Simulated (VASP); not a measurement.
# Ir (P6_3/mmc) in VASP: single point with PBE

Aim: the single point of Ir with PBE.

Program: VASP 6.6.1. These are calculated values, not measurements. Logs are shortened: lines on timing, memory, paths and dates and some standing lists are left out, and cuts for length are marked.

## 1. The cell of the first run

Symmetry: P6_3/mmc, No. 194, hexagonal system. The conventional cell has a = 2.751 Å, b = 2.751 Å, c = 4.462 Å, α = 90.00°, β = 90.00°, γ = 120.00°. Ir (site symmetry -6m2) has 12 Ir at 2.74 to 2.75 Å within 3.6 Å.

This isn't the form of Ir at room conditions, which is fcc.

## 2. Single point, PBE

The input, POSCAR:

```
Ir
1.0
    2.7513778946      0.0000000000      0.0000000000
   -1.3756889473      2.3827631521      0.0000000000
    0.0000000000      0.0000000000      4.4622900000
Ir
2
Direct
    0.6666666700      0.3333333300      0.7500000000
    0.3333333300      0.6666666700      0.2500000000
```

The input, INCAR.step1:

```
SYSTEM = Ir
PREC = Accurate ; ENCUT = 520
EDIFF = 1E-7 ; ISMEAR = 0
SIGMA = 0.05 ; LREAL = .False.
LASPH = .True. ; NELM = 80
ALGO = Normal ; ISIF = 2
LWAVE = .False. ; LCHARG = .True.
LMAXMIX = 4 ; GGA = PE
NBANDS = 16
```

The input, KPOINTS.step1:

```
Automatic mesh
0
Gamma
  15 15 8
  0 0 0
```

The input, INCAR.step2:

```
SYSTEM = Ir
PREC = Accurate ; ENCUT = 520
EDIFF = 1E-7 ; ISMEAR = -5
SIGMA = 0.05 ; LREAL = .False.
LASPH = .True. ; NELM = 80
ALGO = Normal ; ISIF = 2
LWAVE = .False. ; LCHARG = .False.
LMAXMIX = 4 ; GGA = PE
LORBIT = 11 ; NBANDS = 16
NEDOS = 2001 ; ICHARG = 11
```

The input, KPOINTS.step2:

```
Automatic mesh
0
Gamma
  23 23 12
  0 0 0
```

Potentials or basis: VASP PAW PBE potentials, release 64 (Ir).

Launch:

```console
cat potpaw_PBE.64/Ir/POTCAR > POTCAR
cp INCAR.step1 INCAR
cp KPOINTS.step1 KPOINTS
mpirun -np 1 vasp_std > vasp.out
cp INCAR.step2 INCAR
cp KPOINTS.step2 KPOINTS
mpirun -np 1 vasp_std > vasp.out
```

OUTCAR:

```text
SYSTEM = Ir
   PREC = Accurate
   ENCUT = 520
   EDIFF = 1E-7
   ISMEAR = -5
   LREAL = .False.
   LASPH = .True.
   NELM = 80
   ISIF = 2
   GGA = PE
   LORBIT = 11
   ICHARG = 11

 ion  position               nearest neighbor table
   1  0.667  0.333  0.750-   2 2.74   2 2.74   2 2.74   2 2.74   2 2.74   2 2.74
   2  0.333  0.667  0.250-   1 2.74   1 2.74   1 2.74   1 2.74   1 2.74   1 2.74

  LATTYP: Found a hexagonal cell.
 ALAT       =     2.7513778946
 C/A-ratio  =     1.6218382828

  Lattice vectors:

 A1 = (   2.7513778946,   0.0000000000,   0.0000000000)
 A2 = (  -1.3756889473,   2.3827631521,   0.0000000000)
 A3 = (   0.0000000000,   0.0000000000,   4.4622900000)

Analysis of symmetry for initial positions (statically):
=====================================================================
 Subroutine PRICEL returns:
 Original cell was already a primitive cell.

 Routine SETGRP: Setting up the symmetry group for a
 hexagonal supercell.

 Subroutine GETGRP returns: Found 24 space group operations
 (whereof 12 operations were pure point group operations)
 out of a pool of 24 trial point group operations.

The static configuration has the point symmetry D_3d.
 The point group associated with its full space group is D_6h.

Analysis of symmetry for dynamics (positions and initial velocities):
=====================================================================
 Subroutine PRICEL returns:
 Original cell was already a primitive cell.

 Routine SETGRP: Setting up the symmetry group for a
 hexagonal supercell.

 Subroutine GETGRP returns: Found 24 space group operations
 (whereof 12 operations were pure point group operations)
 out of a pool of 24 trial point group operations.

The dynamic configuration has the point symmetry D_3d.
 The point group associated with its full space group is D_6h.

 Subroutine INISYM returns: Found 24 space group operations
 (whereof 12 operations are pure point group operations),
 and found     1 'primitive' translations

----------------------------------------------------------------------------------------

                                     Primitive cell

  volume of cell :      29.2542

  direct lattice vectors                    reciprocal lattice vectors
     2.751377895  0.000000000  0.000000000     0.363454254  0.209840411  0.000000000
    -1.375688947  2.382763152  0.000000000     0.000000000  0.419680823  0.000000000
     0.000000000  0.000000000  4.462290000     0.000000000  0.000000000  0.224100182

  length of vectors
     2.751377895  2.751377895  4.462290000     0.419680823  0.419680823  0.224100182

  position of ions in fractional coordinates (direct lattice)
     0.666666670  0.333333330  0.750000000
     0.333333330  0.666666670  0.250000000

  ion indices of the primitive-cell ions
   primitive index   ion index
                 1           1
                 2           2

----------------------------------------------------------------------------------------

 KPOINTS: Automatic mesh

Automatic generation of k-mesh.
 Grid dimensions read from file:
 generate k-points for:   23   23   12

 Generating k-lattice:

  Cartesian coordinates                     Fractional coordinates (reciprocal lattice)
     0.015802359  0.009123496  0.000000000     0.043478261 -0.000000000  0.000000000
     0.000000000  0.018246992  0.000000000     0.000000000  0.043478261  0.000000000
     0.000000000  0.000000000  0.018675015     0.000000000  0.000000000  0.083333333

  Length of vectors
     0.018246992  0.018246992  0.018675015

  Shift w.r.t. Gamma in fractional coordinates (k-lattice)
     0.000000000  0.000000000  0.000000000

 TETIRR: Found   6486 inequivalent tetrahedra from    38088

 Subroutine IBZKPT returns following result:
 ===========================================

 Found    392 irreducible k-points:

 Following reciprocal coordinates:
            Coordinates               Weight
  0.000000  0.000000  0.000000      1.000000
  0.043478 -0.000000  0.000000      6.000000
  0.086957  0.000000  0.000000      6.000000
  0.130435  0.000000  0.000000      6.000000
  0.173913 -0.000000  0.000000      6.000000
  0.217391 -0.000000  0.000000      6.000000
[... 16 lines left out ...]
  0.478261  0.043478  0.000000      6.000000
  0.086957  0.086957  0.000000      6.000000
 [... further k-points ...]
   k-points           NKPTS =    392   k-points in BZ     NKDIM =    392   number of bands    NBANDS=     16
   number of dos      NEDOS =   2001   number of ions     NIONS =      2
   total plane-waves  NPLWV =  14400
   dimension x,y,z NGX =    20 NGY =   20 NGZ =   36
   dimension x,y,z NGXF=    40 NGYF=   40 NGZF=   72
   ions per type =               2
   NGX,Y,Z   is equivalent  to a cutoff of  12.08, 12.08, 13.41 a.u.
   NGXF,Y,Z  is equivalent  to a cutoff of  24.17, 24.17, 26.82 a.u.
 SYSTEM =  Ir
   PREC   = accura    normal or accurate (medium, high low for compatibility)
   ISTART =      0    job   : 0-new  1-cont  2-samecut
   ICHARG =     11    charge: 1-file 2-atom 10-const
   ISPIN  =      1    spin polarized calculation?
   LNONCOLLINEAR =      F non collinear calculations
   LSORBIT =      F    spin-orbit coupling
   LASPH  =      T    aspherical Exc in radial PAW
   ENCUT  =  520.0 eV  38.22 Ry    6.18 a.u.   5.12  5.12  8.30*2*pi/ulx,y,z
   NELM   =     80;   NELMIN=  2; NELMDL=  0     # of ELM steps
   EDIFF  = 0.1E-06   stopping-criterion for ELM
   LREAL  =      F    real-space projection
   EDIFFG = 0.1E-05   stopping-criterion for IOM
   NSW    =      0    number of steps for IOM
   IBRION =     -1    ionic relax: 0-MD 1-quasi-New 2-CG
   NFREE  =      0    steps in history (QN), initial steepest desc. (CG)
   ISIF   =      2    stress and relaxation
   ISYM   =      2    0-nonsym 1-usesym 2-fastsym
   POTIM  = 0.5000    time-step for ionic-motion
   TEBEG  =    0.0;   TEEND  =   0.0 temperature during run
   PSTRESS=    0.0 pullay stress
   NELECT =      18.0000    total number of electrons
   NUPDOWN=      -1.0000    fix difference up-down
   EMIN   =  10.00;   EMAX   =-10.00  energy-range for DOS
   EFERMI =   0.00;   METHOD = LEGACY
   ISMEAR =    -5;   SIGMA  =   0.05  broadening in eV -4-tet -1-fermi 0-gaus
   EFERMI_NEDOS =   21; number of points for ismear=-14 and -15
   IALGO  =     38    algorithm
   IMIX   =      4    mixing-type and parameters
     AMIX     =   0.40;   BMIX     =  1.00
     AMIX_MAG =   1.60;   BMIX_MAG =  1.00
  volume/ion in A,a.u.               =      14.63        98.71
  Fermi-wavevector in a.u.,A,eV,Ry     =   1.392417  2.631287 26.379323  1.938826
  Thomas-Fermi vector in A             =   2.516162
   LORBIT       =     11    0 simple, 1 ext, 2 COOP (PROOUT), +10 PAW based schemes
   GGA     = PE    functional components
   LHFCALC =     F    Hartree Fock is set to
   AEXX    =    0.0000 exact exchange contribution
   IVDW    =     0    specifies the selected vdW correction
   LEPSILON=     F    determine dielectric tensor
   LRPA    =     F    only Hartree local field effects (RPA)
 non-spin polarized calculation
 Fermi weights with tetrahedron method with Bloechl corrections
  energy-cutoff  :      520.00
  volume of cell :       29.25
 maximum number of plane-waves:       800

 number of electron      18.0000000 magnetization

 Free energy of the ion-electron system (eV)
  ---------------------------------------------------
  ext. energy  EPLUGINS =         0.00000000
  ---------------------------------------------------
  free energy    TOTEN  =       -17.55040309 eV

  energy without entropy =      -17.55040309  energy(sigma->0) =      -17.55040309

 E-fermi :   9.9587     XC(G=0): -13.7890

 val. band max:       10.0226200666   @ k =   0.1304   0.0870   0.5000
 cond. band min:       9.8580386028   @ k =   0.1304   0.0435   0.5000
 fundamental gap:     -0.1645814638
 Fermi energy:         9.9586907415

 k-point     1 :       0.0000    0.0000    0.0000
  band No.  band energies     occupation
      1      -0.9273      2.00000
      2       2.1075      2.00000
      3       6.1908      2.00000
      4       6.2951      2.00000
      5       6.2951      2.00000
      6       6.9194      2.00000
[... 8 lines left out ...]
     15      26.3736      0.00000
     16      27.3719      0.00000

 k-point     2 :       0.0435   -0.0000    0.0000
  band No.  band energies     occupation
      1      -0.8553      2.00000
      2       2.1721      2.00000
      3       6.0314      2.00000
      4       6.3549      2.00000
      5       6.4393      2.00000
      6       6.8793      2.00000
[... 8 lines left out ...]
     15      26.4694      0.00000
     16      27.4851      0.00000

 k-point     3 :       0.0870    0.0000    0.0000
  band No.  band energies     occupation
      1      -0.6426      2.00000
      2       2.3585      2.00000
      3       5.8005      2.00000
      4       6.5326      2.00000
      5       6.6170      2.00000
      6       6.7881      2.00000
[... 8 lines left out ...]
     15      26.7390      0.00000
     16      27.7651      0.00000

 k-point     4 :       0.1304    0.0000    0.0000
  band No.  band energies     occupation
      1      -0.2996      2.00000
      2       2.6423      2.00000
      3       5.5495      2.00000
      4       6.5531      2.00000
      5       6.7308      2.00000
      6       6.8234      2.00000
[... 8 lines left out ...]
     15      27.0988      0.00000
     16      27.7630      0.00000

 k-point     5 :       0.1739   -0.0000    0.0000
  band No.  band energies     occupation
      1       0.1548      2.00000
      2       2.9698      2.00000
      3       5.3254      2.00000
      4       6.0644      2.00000
      5       6.3686      2.00000
      6       7.1095      2.00000
[... 8 lines left out ...]
     15      27.1476      0.00000
     16      27.5473      0.00000

 k-point     6 :       0.2174   -0.0000    0.0000
  band No.  band energies     occupation
      1       0.6901      2.00000
      2       3.2402      2.00000
      3       5.2114      2.00000
      4       5.4302      2.00000
      5       6.2121      2.00000
      6       6.8829      2.00000
[... 8 lines left out ...]
     15      26.4918      0.00000
     16      26.5443      0.00000
[... 267 lines left out ...]
 k-point    21 :       0.3913    0.0435    0.0000
  band No.  band energies     occupation
      1       2.6649      2.00000
      2       2.9415      2.00000
      3       3.5685      2.00000
      4       6.0736      2.00000
      5       6.1347      2.00000
      6       6.6359      2.00000
[... 8 lines left out ...]
     15      21.5522      0.00000
     16      23.2322      0.00000

 k-point    22 :       0.4348    0.0435    0.0000
  band No.  band energies     occupation
      1       2.7529      2.00000
      2       2.8639      2.00000
      3       3.4174      2.00000
      4       6.0168      2.00000
      5       6.4441      2.00000
      6       6.5590      2.00000
[... 8 lines left out ...]
     15      20.7731      0.00000
     16      22.0596      0.00000

 k-point    23 :       0.4783    0.0435    0.0000
  band No.  band energies     occupation
      1       2.7629      2.00000
      2       2.8508      2.00000
      3       3.3668      2.00000
      4       5.9979      2.00000
      5       6.5328      2.00000
      6       6.5793      2.00000
[... 8 lines left out ...]
     15      20.3251      0.00000
     16      21.6587      0.00000

 k-point    24 :       0.0870    0.0870    0.0000
  band No.  band energies     occupation
      1      -0.0984      2.00000
      2       2.8082      2.00000
      3       5.3982      2.00000
      4       6.4990      2.00000
      5       6.5218      2.00000
      6       6.9397      2.00000
[... 8 lines left out ...]
     15      27.0965      0.00000
     16      27.3624      0.00000

 [... further k-points ...]

------------------------ aborting loop because EDIFF is reached ----------------------------------------

  FORCE on cell =-STRESS in cart. coord.  units (eV):
  Direction    XX          YY          ZZ          XY          YZ          ZX
  --------------------------------------------------------------------------------------
  -------------------------------------------------------------------------------------
  Total       -0.2608641     -0.2608641     -0.2974057     -0.0000000      0.0000000      0.0000000
  in kB      -14.2868316    -14.2868316    -16.2881203     -0.0000000      0.0000000      0.0000000
  external PRESSURE =     -14.9539279 kB  Pullay stress =       0.0000000 kB

 VOLUME and BASIS-vectors are now :
 -----------------------------------------------------------------------------
  energy-cutoff  :      520.00
  volume of cell :       29.25
      direct lattice vectors                 reciprocal lattice vectors
     2.751377895  0.000000000  0.000000000     0.363454254  0.209840411  0.000000000
    -1.375688947  2.382763152  0.000000000     0.000000000  0.419680823  0.000000000
     0.000000000  0.000000000  4.462290000     0.000000000  0.000000000  0.224100182

 POSITION                                       TOTAL-FORCE (eV/Angst)
 -----------------------------------------------------------------------------------
      1.37569      0.79425      3.34672         0.000000     -0.000000      0.000000
     -0.00000      1.58851      1.11557        -0.000000      0.000000      0.000000
 -----------------------------------------------------------------------------------
    total drift:                               -0.000000      0.000000     -0.000000

  FREE ENERGIE OF THE ION-ELECTRON SYSTEM (eV)
  ---------------------------------------------------
  free  energy   TOTEN  =       -17.5504030908 eV

  energy  without entropy=      -17.5504030908  energy(sigma->0) =      -17.55040309

 total charge

# of ion       s       p       d       tot
------------------------------------------
    1        0.651   0.701   6.937   8.289
    2        0.651   0.701   6.937   8.289
--------------------------------------------------
tot          1.303   1.401  13.874  16.578
```

Wall time 1.7 min (1 thread of AMD EPYC 7R13 (Zen 3), shared host); peak memory 0.24 GiB.

Results:

```
Valence electrons inside the program's atomic spheres : Ir 8.29
```

Caveat: spin-orbit coupling is left out, which moves the levels of the heavy elements; tetrahedron occupations give inexact forces and stress in metals.
